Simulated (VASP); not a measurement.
Wanted: the native input for a VASP 6.6.1 run.

- Task: single point
- Functional: LDA
- Potentials or basis: VASP PAW LDA potentials, release 64 (Sn_d)
- Cutoff: 500 eV
- k mesh: 12 × 12 × 12
- Occupations: fermi-dirac, width 0.1 eV
- Spin: no spin polarisation
- Dipole correction: no
- Further INCAR settings: ALGO = Normal; EDIFF = 1e-06; NBANDS = 13

The structure of Sn lies in POSCAR:

```
Sn
1.0
    3.2816330257     -0.0000000182     -0.0000000315
   -1.0938776581      3.0939532938     -0.0000000315
   -1.0938776581     -1.5469766015      2.6794421768
Sn
1
Direct
    0.0000000000      0.0000000000      0.0000000000
```

These files were run (other wordings do the same):

INCAR

```
  PREC = Accurate
  ENCUT = 500
  EDIFF = 1E-6
  ISMEAR = -1
  SIGMA = 0.1
  LREAL = False
  LASPH = True
  NELM = 120
  ALGO = Normal
  ISIF = 2
  LWAVE = False
  LCHARG = True
  LELF = True
  LVHAR = True
  NBANDS = 13
  GGA_COMPAT = False
```

KPOINTS

```
regular mesh
0
Gamma
  12 12 12
```

Potentials or basis: VASP PAW LDA potentials, release 64 (Sn_d).

Launch:

```bash
$ cat potpaw_LDA.64/Sn_d/POTCAR > POTCAR
$ mpirun -np 1 vasp_std > vasp.out
```

It gave:

```
Pressure               : -3.5 GPa
Band gap on the k mesh : zero (band 7 reaches 15.62 eV, above the bottom of band 8 at 5.37 eV)
```

Caveat: spin-orbit coupling is left out, which moves the levels of the heavy elements.

Wall time 5.1 s on 1 thread of Intel(R) Xeon(R) 6975P-C (Granite Rapids) (shared host), peak memory 0.14 GiB.
